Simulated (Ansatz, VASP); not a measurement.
Two plane-wave programs on Sn

INCAR

```
SYSTEM = Sn
ALGO = Normal
EDIFF = 1E-6
EDIFFG = -0.01
ENCUT = 600
GGA = PS
IBRION = 2
ISIF = 3
ISMEAR = -1
LASPH = .TRUE.
LCHARG = .FALSE.
LREAL = .FALSE.
LWAVE = .FALSE.
NELM = 60
NSW = 80
PREC = Accurate
SIGMA = 0.1
```

Contents of KPOINTS:

```
k-points
0
G
  11 11 3
  0 0 0
```

Contents of POSCAR:

```
Sn
1.0
    3.4098662044      0.0000000000      0.0000000000
   -1.7049331022      2.9530307565      0.0000000000
    0.0000000000      0.0000000000     11.1366230234
Sn
4
Direct
    0.0000000000      0.0000000000      0.0000000000
    0.0000000000      0.0000000000      0.5000000000
    0.3333333333      0.6666666667      0.2500000000
    0.6666666667      0.3333333333      0.7500000000
```

Input for Ansatz:

```yaml
crystal:
  lattice:
    - [3.4098662044, 0.0, 0.0]
    - [-1.7049331022, 2.9530307565, 0.0]
    - [0.0, 0.0, 11.1366230234]
  atoms:
    - { symbol: Sn, position: [0.0, 0.0, 0.0] }
    - { symbol: Sn, position: [0.0, 0.0, 0.5] }
    - { symbol: Sn, position: [0.3333333333, 0.6666666667, 0.25] }
    - { symbol: Sn, position: [0.6666666667, 0.3333333333, 0.75] }
hamiltonian:
  xc: pbesol
  pseudopotentials:
    kind: paw
    azcp:
      Sn: "pseudopotentials/Sn.paw.azcp"
basis:
  ecutwfc: 420
  fft_grid_basis: typed
kpoints:
  mp_grid: { grid: [11, 11, 3], shift: [0, 0, 0] }
magnetization:
  spin_polarized: false
scf:
  occupations: { method: fermi_dirac, width: 0.1 }
relax:
  max_steps: 60
  f_tol: 0.01
  cell: {}
```

Alike in both runs: task relaxation of cell and atoms; functional PBEsol; k mesh 11 × 11 × 3; occupations fermi-dirac, width 0.1 eV; no spin polarisation.

```csv
,VASP,Ansatz
version,VASP 6.6.1,Ansatz 0.2.0
potentials or method,"VASP PAW PBE potentials, release 64 (Sn_d), cutoff 600 eV","plane waves (420 eV) with PAW, scalar-relativistic"
valence electrons in the cell,56,56
```

|  | VASP | Ansatz | Ansatz less VASP |
| --- | --- | --- | --- |
| relaxed volume (Å³/atom) | 26.35 | 26.35 | -0.008 |
| relaxed cell length with the largest relative difference (Å) | 10.999 | 10.998 | -0.0014 |

VASP's potentials were made for PBE, not for PBEsol, and Ansatz warns of the same on its side.
